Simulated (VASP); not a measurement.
Write the native input for VASP 6.6.1 that does the following.

* Task: single point
* Functional: PBE
* Potentials or basis: VASP PAW PBE potentials, release 64 (Zn, Se)
* Cutoff: 520 eV
* k mesh: 6 × 6 × 6
* Occupations: gaussian, width 0.01 eV
* Spin: no spin polarisation
* Dipole correction: no
* Further INCAR settings: ALGO = Normal; EDIFF = 1e-06; NBANDS = 16

The structure of ZnSe lies in POSCAR:

```
ZnSe
1.0
    0.0000000000      2.8661395722      2.8661395722
    2.8661395722      0.0000000000      2.8661395722
    2.8661395722      2.8661395722      0.0000000000
Zn Se
1 1
Direct
    0.0000000000      0.0000000000      0.0000000000
    0.2500000000      0.2500000000      0.2500000000
```

These files were run (other wordings do the same):

INCAR

```
SYSTEM = ZnSe
ALGO = Normal
EDIFF = 1E-6
ENCUT = 520
GGA = PE
ISIF = 2
ISMEAR = 0
LASPH = .True.
LCHARG = .False.
LREAL = .False.
LWAVE = .False.
NBANDS = 16
NELM = 80
PREC = Accurate
SIGMA = 0.01
```

KPOINTS

```
k-points
0
Gamma
  6 6 6
  0 0 0
```

Potentials or basis: VASP PAW PBE potentials, release 64 (Zn, Se).

Run with:

```sh
$ cat potpaw_PBE.64/Zn/POTCAR potpaw_PBE.64/Se/POTCAR > POTCAR
$ mpirun -np 1 vasp_std > vasp.out
```

Results of the run:

| Quantity | Value |
| --- | --- |
| Pressure | 0.2 GPa |
| Band gap on the k mesh | 1.15 eV, direct |

Run time: 7.8 s on 1 thread of Intel(R) Xeon(R) 6975P-C (Granite Rapids), on a shared host, peak memory 0.16 GiB.
